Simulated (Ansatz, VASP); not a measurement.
**Hf in VASP and in Ansatz**

```
Hf
1.0
     0.00000    0.00000   -5.06851
    -4.80601   -2.77475    0.00000
     0.00000    5.54951    0.00000
Hf
6
Direct
  0.75000 0.66667 0.66667
  0.75000 0.00000 0.33333
  0.75000 0.33333 0.00000
  0.25000 0.33333 0.33333
  0.25000 0.66667 0.00000
  0.25000 0.00000 0.66667
```

Alike in both runs: functional PBE; k mesh 8 × 9 × 9; occupations gaussian, width 0.1 eV; no spin polarisation.

Ansatz relaxed the structure, and its values are those at the end. VASP's run is a single point on that final structure, the one shown.

```csv
,VASP,Ansatz
version,VASP 6.6.1,Ansatz 0.2.0
potentials or method,"VASP PAW PBE potentials, release 64 (Hf_pv), cutoff 520 eV","scalar-relativistic, plane waves, PAW"
valence electrons in the cell,60,156
```

VASP gave:

| Item | Value |
| --- | --- |
| gap on the k mesh at the Fermi level (eV) | none |
| pressure (GPa) | -0.4 |

Problem. Estimate Ansatz's values.

Solution. gap on the k mesh at the Fermi level (eV): none; pressure (GPa): 0.0.

A gap of «none» marks a metal or a gap that the smearing closes. The functional is the same, so the differences come from potentials, cutoffs and numerics. VASP's potentials hold 60 valence electrons a cell and Ansatz's 156, so a difference there can come from the potentials and not from the codes.

Neither program's run includes spin-orbit coupling.
